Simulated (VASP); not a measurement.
Set up this calculation in VASP 6.6.1, as the native input.

- Task: relaxation of cell and atoms
- Functional: PBE
- Potentials or basis: VASP PAW PBE potentials, release 64 (Mn_pv, Sb)
- Cutoff: 600 eV
- k mesh: 12 × 12 × 8
- Occupations: gaussian, width 0.05 eV
- Spin: no spin polarisation
- Dipole correction: no
- Further INCAR settings: ALGO = Normal; EDIFF = 1e-06; IBRION = 2; EDIFFG = -0.01; NSW = 50; ISIF = 3

The structure of MnSb lies in POSCAR:

```
MnSb
1.0
    4.1185275600      0.0000000000      0.0000000000
   -2.0592637800      3.5667494931      0.0000000000
    0.0000000000      0.0000000000      4.8044609997
Mn Sb
2 2
Direct
    0.0000000000      0.0000000000      0.0000000000
    0.0000000000      0.0000000000      0.5000000000
    0.3333333333      0.6666666667      0.2500000000
    0.6666666667      0.3333333333      0.7500000000
```

One way to write it, as run:

INCAR

```
PREC = Accurate ; ENCUT = 600
EDIFF = 1E-6 ; ISMEAR = 0
SIGMA = 0.05 ; LREAL = F
LASPH = T ; NELM = 60
ALGO = Normal ; ISIF = 3
LWAVE = F ; LCHARG = F
GGA = PE ; IBRION = 2
NSW = 50 ; EDIFFG = -0.01
```

KPOINTS

```
regular mesh
0
Gamma
  12 12 8
```

Potentials or basis: VASP PAW PBE potentials, release 64 (Mn_pv, Sb).

Launch:

```sh
$ cat potpaw_PBE.64/Mn_pv/POTCAR potpaw_PBE.64/Sb/POTCAR > POTCAR
$ mpirun -np 1 vasp_std > vasp.out
```

It gave:

```json
{"Relaxed volume": "17.62 Å³/atom", "Relaxed cell": "a = 4.114 Å, b = 4.114 Å, c = 4.808 Å, α = 90.00°, β = 90.00°, γ = 120.00°", "Space group after relaxing (to 0.1 Å)": "P6_3/mmc (No. 194)", "Energy gained by relaxing": "0.0 meV/atom", "Ionic steps": "8", "Pressure after relaxing": "0.0 GPa", "Band gap on the k mesh": "zero (bands 18 and 19 overlap by 0.96 eV)"}
```

Caveat: spin-orbit coupling is left out, which moves the levels of the heavy elements; the run has no spin polarisation, though such a crystal can be magnetic.

It took 7.4 min on 1 thread of AMD EPYC 9R45 96-Core Processor (Zen 5) (shared host), peak memory 0.32 GiB.
